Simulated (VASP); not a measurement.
Input of a VASP 6.6.1 run:

Contents of INCAR:

```
SYSTEM = BN
PREC = Accurate
ENCUT = 520
EDIFF = 1E-7
ISMEAR = 0
SIGMA = 0.05
LREAL = .FALSE.
LASPH = .TRUE.
NELM = 100
ALGO = Normal
ISIF = 2
LWAVE = .FALSE.
LCHARG = .FALSE.
GGA = PE
NBANDS = 16
```

Contents of KPOINTS:

```
Automatic mesh
0
G
  6 6 6
  0 0 0
```

Contents of POSCAR:

```
BN
1.0
    0.0000000000     -1.8123937734     -1.8123937734
   -1.8123937734      0.0000000000     -1.8123937734
    1.8123937734      1.8123937734     -3.6247875468
B N
2 2
Direct
   -0.0063974680      0.0285243107      0.0000000000
    0.5063974680      0.4714756893      0.5000000000
    0.3684530531      0.4041907904      0.8750000000
    0.8815469469      0.8458092096      0.3750000000
```

Potentials or basis: VASP PAW PBE potentials, release 64 (B, N).

The run is started by

```console
$ cat potpaw_PBE.64/B/POTCAR potpaw_PBE.64/N/POTCAR > POTCAR
$ mpirun -np 1 vasp_std > vasp.out
```

Estimate the band gap on the k mesh.

4.36 eV.

Predict the pressure.

0.1 GPa.

Predict the largest force.

0.823 eV/Å.

Forces on the atoms (eV/Å):
```
B    0.471 -0.100  0.369
B   -0.479  0.113 -0.369
N    0.640 -0.150  0.495
N   -0.631  0.137 -0.495
```

Caveat: the k points lie up to 0.48 Å⁻¹ apart; the cell differs from its parent crystal (mode 4 frozen in at -0.068 Å and mode 5 at +0.000 Å (largest displacements)). A k mesh can miss the band edges.
